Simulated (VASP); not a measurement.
## Si: single point with PBE

System: Si, a slab with vacuum.

```
Si
1.0
     4.06100    0.00000    0.00000
    -2.03050    3.51693    0.00000
     0.00000    0.00000   28.00000
Si
2
Direct
  0.33333 0.66667 0.50000
  0.66667 0.33333 0.50000
```

| Item | Value |
| --- | --- |
| Program | VASP 6.6.1 |
| Task | single point |
| Functional | PBE |
| Potentials or basis | VASP PAW PBE potentials, release 64 (Si) |
| Cutoff | 520 eV |
| k mesh | 15 × 15 × 1 |
| Occupations | gaussian, width 0.1 eV |
| Spin | no spin polarisation |
| Dipole correction | yes |
| Further INCAR settings | ALGO = Normal; EDIFF = 1e-06; NBANDS = 11 |

```json
{"Band gap on the k mesh": "zero (filled and empty bands touch)"}
```

Levels at points of the mesh, in eV from the Fermi level:
```tsv
k point	band 1	band 2	band 3	band 4	band 5	band 6	band 7	band 8	band 9
(0.00, 0.00, 0.00)	-10.92	-2.78	-1.89	-1.89	0.18	2.38	2.38	3.23	4.39
```

Wall time 92 s on 1 thread of Intel(R) Xeon(R) Platinum 8559C (Emerald Rapids), on a shared host, peak memory 0.47 GiB.
